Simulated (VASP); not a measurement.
Input of a VASP 6.6.1 run:

The input INCAR:

```
SYSTEM = Ca
PREC = Accurate ; ENCUT = 520
EDIFF = 1E-6 ; ISMEAR = -1
SIGMA = 0.1 ; LREAL = .False.
LASPH = .True. ; NELM = 100
ALGO = Normal ; ISIF = 2
LWAVE = .False. ; LCHARG = .False.
GGA = RP ; NBANDS = 11
```

KPOINTS

```
Automatic mesh
0
Gamma
  11 11 11
  0 0 0
```

File POSCAR:

```
Ca
1.0
   -2.2317412791      2.2317412791      2.2317412791
    2.2317412791     -2.2317412791      2.2317412791
    2.2317412791      2.2317412791     -2.2317412791
Ca
1
Direct
    0.0000000000      0.0000000000      0.0000000000
```

Potentials or basis: VASP PAW PBE potentials, release 64 (Ca_sv).

Command:

```bash
$ cat potpaw_PBE.64/Ca_sv/POTCAR > POTCAR
$ mpirun -np 1 vasp_std > vasp.out
```

Problem. What does it give for the band gap on the k mesh?

Solution. Zero (band 5 reaches 2.18 eV, above the bottom of band 6 at 1.83 eV).

Problem. What does it give for the pressure?

Solution. 0.0 GPa.

Caveat: the PAW data sets were made with another functional, which shifts forces and pressure a little.
